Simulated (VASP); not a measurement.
Here is a VASP 6.6.1 calculation.

Contents of INCAR:

```
SYSTEM = CuI
PREC = Accurate
ENCUT = 520
EDIFF = 1E-6
ISMEAR = -1
SIGMA = 0.02
LREAL = .False.
LASPH = .True.
NELM = 100
ALGO = Normal
ISIF = 2
LWAVE = .False.
LCHARG = .True.
GGA = PE
LELF = .True.
LVHAR = .True.
NBANDS = 16
```

File KPOINTS:

```
regular mesh
0
Gamma
  6 6 6
  0 0 0
```

POSCAR

```
CuI
1.0
    0.0000000000      2.8561104037      2.8561104037
    2.8561104037      0.0000000000      2.8561104037
    2.8561104037      2.8561104037      0.0000000000
Cu I
1 1
Direct
    0.0000000000      0.0000000000      0.0000000000
    0.5000000000      0.5000000000      0.5000000000
```

Potentials or basis: VASP PAW PBE potentials, release 64 (Cu, I).

Launch:

```bash
$ cat potpaw_PBE.64/Cu/POTCAR potpaw_PBE.64/I/POTCAR > POTCAR
$ mpirun -np 1 vasp_std > vasp.out
```

Estimate the pressure.

0.5 GPa.

Estimate the band gap on the k mesh.

zero (band 9 reaches 6.29 eV, above the bottom of band 10 at 5.84 eV).

Caveat: spin-orbit coupling is left out, which moves the levels of the heavy elements; semilocal functionals often make such compounds metallic where correlation or magnetic order opens a gap, which also shifts bond lengths.
